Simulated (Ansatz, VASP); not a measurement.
One calculation of Pd, two programs

```
Pd
1.0
     2.69350    0.00000    0.00000
    -1.34675    2.33264    0.00000
     0.00000    0.00000    9.59199
Pd
4
Direct
  0.00000 0.00000 0.00000
  0.33333 0.66667 0.25000
  0.00000 0.00000 0.50000
  0.66667 0.33333 0.75000
```

Alike in both runs: task single point; functional PBEsol; k mesh 14 × 14 × 4; no spin polarisation.

|  | VASP | Ansatz |
| --- | --- | --- |
| version | VASP 6.6.1 | Ansatz 0.2.0 |
| potentials or method | VASP PAW PBE potentials, release 64 (Pd), cutoff 520 eV | plane waves, PAW |
| occupations | methfessel-paxton of order 1, width 0.1 eV | cold |
| valence electrons in the cell | 40 | 72 |

Ansatz gave:

* pressure (GPa): -4.8
* traceless stress, the component that is largest in VASP (GPa): -7.41

Q: Which values does VASP return?

A: Pressure (GPa): -5.1; traceless stress, the component that is largest in VASP (GPa): -7.45.

VASP's potentials were made for PBE, not for PBEsol. VASP's potentials hold 40 valence electrons a cell and Ansatz's 72, so a difference there can come from the potentials and not from the codes. Ansatz's warnings: structure snapped to symmetry.
